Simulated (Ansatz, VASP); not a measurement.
# One calculation of PbO, two programs

```
CELL_PARAMETERS angstrom
4.14586 -0.02464 0.03613
-0.02464 4.15551 -0.03974
0.04565 -0.05022 5.22419
ATOMIC_POSITIONS crystal
Pb 0.99779 0.49656 0.24105
Pb 0.49585 0.99501 0.75952
O 0.00207 0.00383 0.00125
O 0.50429 0.50460 0.99817
```

Change from the starting cell: all atoms moved at random, cell strained at random.

Alike in both runs: task single point; functional PBE; k mesh 8 × 8 × 6; occupations gaussian, width 0.02 eV; no spin polarisation.

```csv
,VASP,Ansatz
version,VASP 6.6.1,Ansatz 0.2.0
potentials or method,"VASP PAW PBE potentials, release 64 (Pb_d, O), cutoff 520 eV","scalar-relativistic, plane waves, PAW"
valence electrons in the cell,40,40
```

|  | VASP | Ansatz | Ansatz less VASP |
| --- | --- | --- | --- |
| gap on the k mesh at the Fermi level (eV) | 1.29 | 1.28 | -0.005 |
| least direct gap on the mesh (eV) | 1.70 | 1.70 | +0.001 |
| pressure (GPa) | -5.2 | -5.2 | 0.00 |
| traceless stress, the component that is largest in VASP (GPa) | 0.59 | 0.59 | +0.001 |
| rms of the force components (eV/Å) | 0.554 | 0.564 | +0.0106 |

Atom by atom the forces differ by 0.011 eV/Å (rms over components). With one functional, cell and mesh, what is left measures potentials, basis and numerics.

Spin-orbit coupling is off throughout.
